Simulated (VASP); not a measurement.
# P (R-3m) in VASP: a series of runs

The runs below take P through relaxation of shape and atoms at fixed volume, with PBEsol.

Program: VASP 6.6.1. These are calculated values, not measurements. Logs are shortened: lines on timing, memory, paths and dates and some standing lists are left out, and cuts for length are marked.

## 1. The cell of the first run

Symmetry: R-3m, No. 166, trigonal system. Conventional cell: a = 3.379 Å, b = 3.379 Å, c = 8.306 Å, α = 90.00°, β = 90.00°, γ = 120.00°. Within 3.0 Å of P (site symmetry 3m) lie 6 P at 2.30 to 2.49 Å.

## 2. Relaxation of shape and atoms at fixed volume, PBEsol (13.69 Å³/atom)

INCAR

```
SYSTEM = P
  PREC = Accurate
  ENCUT = 600
  EDIFF = 1E-6
  ISMEAR = 0
  SIGMA = 0.1
  LREAL = .False.
  LASPH = .True.
  NELM = 60
  ALGO = Normal
  ISIF = 4
  LWAVE = .False.
  LCHARG = .False.
  GGA = PS
  IBRION = 2
  NSW = 50
  EDIFFG = -0.01
```

KPOINTS

```
regular mesh
0
Gamma
  15 15 15
  0 0 0
```

POSCAR

```
P
1.0
    1.6896471242      0.9755182220      2.7688035135
   -1.6896471242      0.9755182220      2.7688035135
    0.0000000000     -1.9510364440      2.7688035135
P
2
Direct
    0.2401591328      0.2401591328      0.2401591328
    0.7598408672      0.7598408672      0.7598408672
```

Potentials or basis: VASP PAW PBE potentials, release 64 (P).

Run with:

```bash
cat potpaw_PBE.64/P/POTCAR > POTCAR
mpirun -np 1 vasp_std > vasp.out
```

OUTCAR:

```text
SYSTEM = P
   PREC = Accurate
   ENCUT = 600
   EDIFF = 1E-6
   ISMEAR = 0
   LREAL = .False.
   LASPH = .True.
   NELM = 60
   ISIF = 4
   GGA = PS
   IBRION = 2
   NSW = 50
   EDIFFG = -0.01

 ion  position               nearest neighbor table
   1  0.240  0.240  0.240-   2 2.30   2 2.30   2 2.30   2 2.49   2 2.49   2 2.49
   2  0.760  0.760  0.760-   1 2.30   1 2.30   1 2.30   1 2.49   1 2.49   1 2.49

  LATTYP: Found a trigonal (rhomboedric) cell.
 ALAT       =     3.3871545731
 COS(alpha) =     0.5023179350

  Lattice vectors:

 A1 = (   1.6896471242,   0.9755182220,   2.7688035135)
 A2 = (  -1.6896471242,   0.9755182220,   2.7688035135)
 A3 = (   0.0000000000,  -1.9510364440,   2.7688035135)

Analysis of symmetry for initial positions (statically):
=====================================================================
 Subroutine PRICEL returns:
 Original cell was already a primitive cell.

 Routine SETGRP: Setting up the symmetry group for a
 trigonal (rhombohedral) supercell.

 Subroutine GETGRP returns: Found 12 space group operations
 (whereof 12 operations were pure point group operations)
 out of a pool of 12 trial point group operations.

The static configuration has the point symmetry D_3d.

Analysis of symmetry for dynamics (positions and initial velocities):
=====================================================================
 Subroutine PRICEL returns:
 Original cell was already a primitive cell.

 Routine SETGRP: Setting up the symmetry group for a
 trigonal (rhombohedral) supercell.

 Subroutine GETGRP returns: Found 12 space group operations
 (whereof 12 operations were pure point group operations)
 out of a pool of 12 trial point group operations.

The dynamic configuration has the point symmetry D_3d.

 Subroutine INISYM returns: Found 12 space group operations
 (whereof 12 operations are pure point group operations),
 and found     1 'primitive' translations

----------------------------------------------------------------------------------------

                                     Primitive cell

  volume of cell :      27.3826

  direct lattice vectors                    reciprocal lattice vectors
     1.689647124  0.975518222  2.768803513     0.295919777  0.170849363  0.120388945
    -1.689647124  0.975518222  2.768803513    -0.295919777  0.170849363  0.120388945
     0.000000000 -1.951036444  2.768803513     0.000000000 -0.341698726  0.120388945

  length of vectors
     3.387154573  3.387154573  3.387154573     0.362286513  0.362286513  0.362286513

  position of ions in fractional coordinates (direct lattice)
     0.240159133  0.240159133  0.240159133
     0.759840867  0.759840867  0.759840867

  ion indices of the primitive-cell ions
   primitive index   ion index
                 1           1
                 2           2

----------------------------------------------------------------------------------------

 KPOINTS: regular mesh

Automatic generation of k-mesh.
 Grid dimensions read from file:
 generate k-points for:   15   15   15

 Generating k-lattice:

  Cartesian coordinates                     Fractional coordinates (reciprocal lattice)
     0.019727985  0.011389958  0.008025930     0.066666667 -0.000000000  0.000000000
    -0.019727985  0.011389958  0.008025930    -0.000000000  0.066666667  0.000000000
     0.000000000 -0.022779915  0.008025930     0.000000000  0.000000000  0.066666667

  Length of vectors
     0.024152434  0.024152434  0.024152434

  Shift w.r.t. Gamma in fractional coordinates (k-lattice)
     0.000000000  0.000000000  0.000000000

 Subroutine IBZKPT returns following result:
 ===========================================

 Found    344 irreducible k-points:

 Following reciprocal coordinates:
            Coordinates               Weight
  0.000000  0.000000  0.000000      1.000000
  0.066667  0.000000 -0.000000      6.000000
  0.133333  0.000000  0.000000      6.000000
  0.200000  0.000000  0.000000      6.000000
  0.266667  0.000000  0.000000      6.000000
  0.333333  0.000000 -0.000000      6.000000
[... 16 lines left out ...]
  0.133333  0.133333  0.000000      6.000000
  0.200000  0.133333 -0.000000     12.000000
 [... further k-points ...]
   k-points           NKPTS =    344   k-points in BZ     NKDIM =    344   number of bands    NBANDS=      9
   number of dos      NEDOS =    301   number of ions     NIONS =      2
   total plane-waves  NPLWV =  21952
   dimension x,y,z NGX =    28 NGY =   28 NGZ =   28
   dimension x,y,z NGXF=    56 NGYF=   56 NGZF=   56
   ions per type =               2
   NGX,Y,Z   is equivalent  to a cutoff of  13.74, 13.74, 13.74 a.u.
   NGXF,Y,Z  is equivalent  to a cutoff of  27.49, 27.49, 27.49 a.u.
 SYSTEM =  P
   PREC   = accura    normal or accurate (medium, high low for compatibility)
   ISTART =      0    job   : 0-new  1-cont  2-samecut
   ICHARG =      2    charge: 1-file 2-atom 10-const
   ISPIN  =      1    spin polarized calculation?
   LNONCOLLINEAR =      F non collinear calculations
   LSORBIT =      F    spin-orbit coupling
   LASPH  =      T    aspherical Exc in radial PAW
   ENCUT  =  600.0 eV  44.10 Ry    6.64 a.u.   6.76  6.76  6.76*2*pi/ulx,y,z
   NELM   =     60;   NELMIN=  2; NELMDL= -5     # of ELM steps
   EDIFF  = 0.1E-05   stopping-criterion for ELM
   LREAL  =      F    real-space projection
   EDIFFG = -.1E-01   stopping-criterion for IOM
   NSW    =     50    number of steps for IOM
   IBRION =      2    ionic relax: 0-MD 1-quasi-New 2-CG
   NFREE  =      1    steps in history (QN), initial steepest desc. (CG)
   ISIF   =      4    stress and relaxation
   ISYM   =      2    0-nonsym 1-usesym 2-fastsym
   POTIM  = 0.5000    time-step for ionic-motion
   TEBEG  =    0.0;   TEEND  =   0.0 temperature during run
   PSTRESS=    0.0 pullay stress
   NELECT =      10.0000    total number of electrons
   NUPDOWN=      -1.0000    fix difference up-down
   EMIN   =  10.00;   EMAX   =-10.00  energy-range for DOS
   EFERMI =   0.00;   METHOD = LEGACY
   ISMEAR =     0;   SIGMA  =   0.10  broadening in eV -4-tet -1-fermi 0-gaus
   EFERMI_NEDOS =   21; number of points for ismear=-14 and -15
   IALGO  =     38    algorithm
   IMIX   =      4    mixing-type and parameters
     AMIX     =   0.40;   BMIX     =  1.00
     AMIX_MAG =   1.60;   BMIX_MAG =  1.00
  volume/ion in A,a.u.               =      13.69        92.39
  Fermi-wavevector in a.u.,A,eV,Ry     =   1.170173  2.211305 18.630509  1.369304
  Thomas-Fermi vector in A             =   2.306635
   LORBIT       =      0    0 simple, 1 ext, 2 COOP (PROOUT), +10 PAW based schemes
   GGA     = PS    functional components
   LHFCALC =     F    Hartree Fock is set to
   AEXX    =    0.0000 exact exchange contribution
   IVDW    =     0    specifies the selected vdW correction
   LEPSILON=     F    determine dielectric tensor
   LRPA    =     F    only Hartree local field effects (RPA)
 conjugate gradient relaxation of ions
 non-spin polarized calculation
 Gauss-broadening in eV      SIGMA  =   0.10
  energy-cutoff  :      600.00
  volume of cell :       27.38
 maximum number of plane-waves:       941
   NGX = 13   NGY = 13   NGZ = 13

--------------------------------------- Ionic step        1  -------------------------------------------

 number of electron      10.0000000 magnetization

 Free energy of the ion-electron system (eV)
  ---------------------------------------------------
  ext. energy  EPLUGINS =         0.00000000
  ---------------------------------------------------
  free energy    TOTEN  =       -11.53604924 eV

  energy without entropy =      -11.53400684  energy(sigma->0) =      -11.53502804

------------------------ aborting loop because EDIFF is reached ----------------------------------------

  FORCE on cell =-STRESS in cart. coord.  units (eV):
  Direction    XX          YY          ZZ          XY          YZ          ZX
  --------------------------------------------------------------------------------------
  -------------------------------------------------------------------------------------
  Total        1.2457195      1.2457195      1.1468500      0.0000000      0.0000000      0.0000000
  in kB       72.8880033     72.8880033     67.1030762      0.0000000      0.0000000      0.0000000
  external PRESSURE =      70.9596943 kB  Pullay stress =       0.0000000 kB

 VOLUME and BASIS-vectors are now :
 -----------------------------------------------------------------------------
  energy-cutoff  :      600.00
  volume of cell :       27.38
      direct lattice vectors                 reciprocal lattice vectors
     1.689647124  0.975518222  2.768803513     0.295919777  0.170849363  0.120388945
    -1.689647124  0.975518222  2.768803513    -0.295919777  0.170849363  0.120388945
     0.000000000 -1.951036444  2.768803513     0.000000000 -0.341698726  0.120388945
[... 73 lines left out ...]
 POSITION                                       TOTAL-FORCE (eV/Angst)
 -----------------------------------------------------------------------------------
      0.00000      0.00000      2.00134         0.000000      0.000000      0.008294
      0.00000      0.00000      6.27518         0.000000     -0.000000     -0.008294
 -----------------------------------------------------------------------------------
    total drift:                                0.000000     -0.000000      0.000000

  FREE ENERGIE OF THE ION-ELECTRON SYSTEM (eV)
  ---------------------------------------------------
  free  energy   TOTEN  =       -11.5378826883 eV

  energy  without entropy=      -11.5357395972  energy(sigma->0) =      -11.53681114

--------------------------------------- Ionic step        4  -------------------------------------------

 number of electron      10.0000000 magnetization

 Free energy of the ion-electron system (eV)
  ---------------------------------------------------
  ext. energy  EPLUGINS =         0.00000000
  ---------------------------------------------------
  free energy    TOTEN  =       -11.53793992 eV

  energy without entropy =      -11.53581222  energy(sigma->0) =      -11.53687607

 E-fermi :  10.6644     XC(G=0): -11.6386

 val. band max:       10.6629663079   @ k =   0.4000   0.1333   0.1333
 cond. band min:      10.6682488111   @ k =  -0.4000   0.0667   0.0667
 fundamental gap:      0.0052825032
 Fermi energy:        10.6644206240

 k-point     1 :       0.0000    0.0000    0.0000
  band No.  band energies     occupation
      1      -6.6879      2.00000
      2       8.1773      2.00000
      3       8.1773      2.00000
      4       8.3453      2.00000
      5       9.6055      2.00000
      6      14.2780      0.00000
      7      14.6644      0.00000
      8      14.6644      0.00000
      9      16.0873      0.00000

 k-point     2 :       0.0667    0.0000   -0.0000
  band No.  band energies     occupation
      1      -6.6079      2.00000
      2       7.2391      2.00000
      3       8.1525      2.00000
      4       8.3039      2.00000
      5      10.2862      2.00000
      6      14.2487      0.00000
      7      14.6420      0.00000
      8      14.7578      0.00000
      9      15.3700      0.00000
[... 253 lines left out ...]
 k-point    24 :       0.2000    0.1333   -0.0000
  band No.  band energies     occupation
      1      -5.9729      2.00000
      2       5.1291      2.00000
      3       7.0419      2.00000
      4       7.3346      2.00000
      5      10.2064      2.00000
      6      13.0862      0.00000
      7      13.5003      0.00000
      8      15.5115      0.00000
      9      16.0274      0.00000

 [... further k-points ...]

------------------------ aborting loop because EDIFF is reached ----------------------------------------

  FORCE on cell =-STRESS in cart. coord.  units (eV):
  Direction    XX          YY          ZZ          XY          YZ          ZX
  --------------------------------------------------------------------------------------
  -------------------------------------------------------------------------------------
  Total        1.0887143      1.0887143      1.1067634      0.0000000      0.0000000      0.0000000
  in kB       63.7015081     63.7015081     64.7575787      0.0000000      0.0000000      0.0000000
  external PRESSURE =      64.0535316 kB  Pullay stress =       0.0000000 kB

 VOLUME and BASIS-vectors are now :
 -----------------------------------------------------------------------------
  energy-cutoff  :      600.00
  volume of cell :       27.38
      direct lattice vectors                 reciprocal lattice vectors
     1.691701869  0.976704530  2.762081607     0.295560352  0.170641849  0.120681928
    -1.691701869  0.976704530  2.762081607    -0.295560352  0.170641849  0.120681928
    -0.000000000 -1.953409059  2.762081607     0.000000000 -0.341283698  0.120681928

 POSITION                                       TOTAL-FORCE (eV/Angst)
 -----------------------------------------------------------------------------------
     -0.00000      0.00000      2.00450        -0.000000      0.000000      0.003667
     -0.00000      0.00000      6.28174         0.000000     -0.000000     -0.003667
 -----------------------------------------------------------------------------------
    total drift:                               -0.000000     -0.000000     -0.000000

  FREE ENERGIE OF THE ION-ELECTRON SYSTEM (eV)
  ---------------------------------------------------
  free  energy   TOTEN  =       -11.5379399188 eV

  energy  without entropy=      -11.5358122218  energy(sigma->0) =      -11.53687607

 reached required accuracy - stopping structural energy minimisation
```

Run time: 77 s. Hardware: 1 thread of Intel Xeon 6975P-C (Granite Rapids), shared host; peak memory 0.22 GiB.

What came out:

```yaml
Free_energy: -11.5379 eV
Energy_gained_by_relaxing: 0.9 meV/atom
Ionic_steps: 4
Pressure_after_relaxing: 6.4 GPa
Largest_force_after_relaxing: 0.004 eV/Å
Band_gap_on_the_k_mesh: zero (bands 5 and 6 overlap by 2.02 eV)
```

Forces in eV/Å, atoms in the order of the input:
```
P    0.000  0.000  0.004
P    0.000  0.000 -0.004
```

The path:
```csv
step,energy change (eV),largest force (eV/Å),pressure (GPa),volume (Å³)
1,0.0000,0.1253,7.10,27.38
2,-0.0013,0.0702,6.78,27.38
3,-0.0018,0.0083,6.43,27.38
4,-0.0019,0.0037,6.41,27.38
```

Final structure:
```cif
data_structure
_symmetry_space_group_name_H-M 'P 1'
_symmetry_Int_Tables_number 1
_cell_length_a 3.3830
_cell_length_b 3.3830
_cell_length_c 3.3830
_cell_angle_alpha 60.007
_cell_angle_beta 60.007
_cell_angle_gamma 60.007
_cell_volume 27.38
loop_
_atom_site_label
_atom_site_type_symbol
_atom_site_fract_x
_atom_site_fract_y
_atom_site_fract_z
_atom_site_occupancy
P1 P 0.24191 0.24191 0.24191 1
P2 P 0.75809 0.75809 0.75809 1
```

Levels at points of the mesh, in eV from the Fermi level:
```
           k point  band 1  band 2  band 3  band 4  band 5  band 6  band 7  band 8  band 9
(0.00, 0.00, 0.00)  -17.35   -2.49   -2.49   -2.32   -1.06    3.61    4.00    4.00    5.42
```

Caveat: the PAW data sets were made with another functional, which shifts forces and pressure a little.

## 3. Relaxation of shape and atoms at fixed volume, PBEsol (14.14 Å³/atom)

This run uses another cell than the first one, of 14.14 Å³/atom.

INCAR

```
SYSTEM = P
PREC     = Accurate       ! precision mode
ENCUT    = 600            ! plane-wave cutoff, eV
EDIFF    = 1E-6           ! SCF threshold, eV
ISMEAR   = 0              ! smearing method
SIGMA    = 0.1            ! smearing width, eV
LREAL    = .FALSE.        ! projectors in reciprocal space
LASPH    = .TRUE.         ! aspherical terms in the spheres
NELM     = 80             ! most SCF steps
ALGO     = Normal         ! electronic algorithm
ISIF     = 4              ! what is computed and relaxed
LWAVE    = .FALSE.        ! write WAVECAR
LCHARG   = .FALSE.        ! write CHGCAR
GGA      = PS             ! functional
IBRION   = 2              ! ionic algorithm
NSW      = 50             ! ionic steps
EDIFFG   = -0.01          ! ionic threshold
```

KPOINTS

```
regular mesh
0
G
  15 15 15
  0 0 0
```

POSCAR

```
P
1.0
    1.6933530207      0.9776578223      2.8475778889
   -1.6933530207      0.9776578223      2.8475778889
    0.0000000000     -1.9553156446      2.8475778889
P
2
Direct
    0.2356649869      0.2356649869      0.2356649869
    0.7643350131      0.7643350131      0.7643350131
```

Potentials or basis: VASP PAW PBE potentials, release 64 (P).

Run with:

```bash
cat potpaw_PBE.64/P/POTCAR > POTCAR
mpirun -np 1 vasp_std > vasp.out
```

Run time: 3 min. Hardware: 1 thread of Intel Xeon 6975P-C (Granite Rapids), shared host; peak memory 0.22 GiB.

Results (log left out):

| Item | Value |
| --- | --- |
| Free energy | -11.5633 eV |
| Energy gained by relaxing | 3.5 meV/atom |
| Ionic steps | 11 |
| Pressure after relaxing | 2.9 GPa |
| Band gap on the k mesh | zero (bands 5 and 6 overlap by 1.83 eV) |

Step by step:
```
step  energy change (eV)  largest force (eV/Å)  pressure (GPa)  volume (Å³)
   1              0.0000                0.1612            5.98        28.29
   2             -0.0022                0.0958            5.31        28.29
   3             -0.0046                0.0321            4.00        28.29
   4             -0.0051                0.1037            2.14        28.29
   5             -0.0059                0.0094            3.01        28.29
   6             -0.0060                0.0528            2.60        28.29
   7             -0.0060                0.0326            2.77        28.29
   8             -0.0066                0.0450            2.49        28.29
   9             -0.0068                0.0406            2.58        28.29
  10             -0.0070                0.0154            2.75        28.29
  11             -0.0070                0.0009            2.87        28.29
```

Final structure:
```yaml
crystal:
  lattice:
    - [1.70774, 0.98597, 2.79979]
    - [-1.70774, 0.98597, 2.79979]
    - [0.00000, -1.97193, 2.79979]
  atoms:
    - { symbol: P, position: [0.23976, 0.23976, 0.23976] }
    - { symbol: P, position: [0.76024, 0.76024, 0.76024] }
```

Levels at points of the mesh, in eV from the Fermi level:
| k point | band 1 | band 2 | band 3 | band 4 | band 5 | band 6 | band 7 | band 8 | band 9 |
| --- | --- | --- | --- | --- | --- | --- | --- | --- | --- |
| (0.00, 0.00, 0.00) | -17.10 | -2.55 | -2.55 | -2.36 | -1.52 | 3.29 | 3.87 | 3.87 | 5.34 |

Caveat: the PAW data sets were made with another functional, which shifts forces and pressure a little.
